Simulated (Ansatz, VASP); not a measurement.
## Two plane-wave programs on TaN

```xyz
2
Lattice="2.9240 0.0000 0.0000 -1.4620 2.5322 0.0000 0.0000 0.0000 2.8707" Properties=species:S:1:pos:R:3 pbc="T T T"
Ta    0.0000    1.6882    1.4354
N     0.0000    0.0000   -0.1500
```

Change from the starting cell: all N atoms moved +0.150 Å, as atom 2 towards its neighbour atom 2 (N) at 2.871 Å.

Alike in both runs: task single point; functional PBEsol; k mesh 24 × 24 × 20; occupations gaussian, width 0.15 eV; no spin polarisation.

```csv
,VASP,Ansatz
version,VASP 6.6.1,Ansatz 0.2.0
potentials or method,"VASP PAW PBE potentials, release 64 (Ta_pv, N), cutoff 520 eV","scalar-relativistic, plane waves, PAW"
valence electrons in the cell,16,18
```

```csv
,VASP,Ansatz,Ansatz less VASP
gap on the k mesh at the Fermi level (eV),none,none,-
pressure (GPa),5.8,4.9,-0.90
"traceless stress, the component that is largest in VASP (GPa)",0.96,0.84,-0.117
rms of the force components (eV/Å),1.349,1.337,-0.0115
```

VASP's potentials were made for PBE, not for PBEsol. Atom by atom the forces differ by 0.012 eV/Å (rms over components). A gap of «none» marks a metal or a gap that the smearing closes. VASP's potentials hold 16 valence electrons a cell and Ansatz's 18, so a difference there can come from the potentials and not from the codes.

Spin-orbit coupling is off throughout.
